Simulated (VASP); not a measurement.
ScRu3: single point with PBE

Crystal: ScRu3.

```
Ru Sc
1.0
     3.99026    0.00000    0.00000
     0.00000    3.99026    0.00000
     0.00000    0.00000    3.99026
Ru Sc
3 1
Direct
  0.50000 0.50000 0.00000
  0.50000 0.00000 0.50000
  0.00000 0.50000 0.50000
  0.00000 0.00000 0.00000
```

```yaml
Program: VASP 6.6.1
Task: single point
Functional: PBE
Potentials_or_basis: VASP PAW PBE potentials, release 64 (Ru_pv, Sc_sv)
Cutoff: 520 eV
k_mesh: 7 × 7 × 7
Occupations: fermi-dirac, width 0.05 eV
Spin: no spin polarisation
```

The pressure is -8.5 GPa. The band gap on the k mesh is zero (an odd number of electrons rules out a gap without spin polarisation).

Levels at points of the mesh, in eV from the Fermi level:
```tsv
k point	band 23	band 24	band 25	band 26	band 27	band 28	band 29	band 30
(0.00, 0.00, 0.00)	-1.00	0.65	0.65	1.70	2.13	2.13	2.13	3.77
```

It took 60 s on 1 thread of Intel Xeon 8259CL, on a shared host, peak memory 0.18 GiB.

Caveat: the cell stands under tension.
